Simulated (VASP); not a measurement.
A run of VASP 6.6.1 is set up as follows.

The input INCAR:

```
PREC = Accurate ; ENCUT = 520
EDIFF = 1E-6 ; ISMEAR = -1
SIGMA = 0.1 ; LREAL = F
LASPH = T ; NELM = 60
ALGO = Normal ; ISIF = 2
LWAVE = F ; LCHARG = T
GGA = RE ; LELF = T
LVHAR = T ; NBANDS = 18
```

KPOINTS

```
regular mesh
0
Gamma
  9 9 9
```

File POSCAR:

```
La
1.0
    0.0000000000      3.4551366253      3.4551366253
    3.4551366253      0.0000000000      3.4551366253
    3.4551366253      3.4551366253      0.0000000000
La
2
Direct
    0.1250000000      0.1250000000      0.1250000000
    0.8750000000      0.8750000000      0.8750000000
```

Potentials or basis: VASP PAW PBE potentials, release 64 (La).

Launch:

```console
$ cat potpaw_PBE.64/La/POTCAR > POTCAR
$ mpirun -np 1 vasp_std > vasp.out
```

Q: What does it give for the pressure?

A: -2.2 GPa.

Q: Predict the band gap on the k mesh.

A: Zero (band 11 reaches 6.72 eV, above the bottom of band 12 at 6.34 eV).

Caveat: the PAW data sets were made with another functional, which shifts forces and pressure a little; spin-orbit coupling is left out, which moves the levels of the heavy elements.
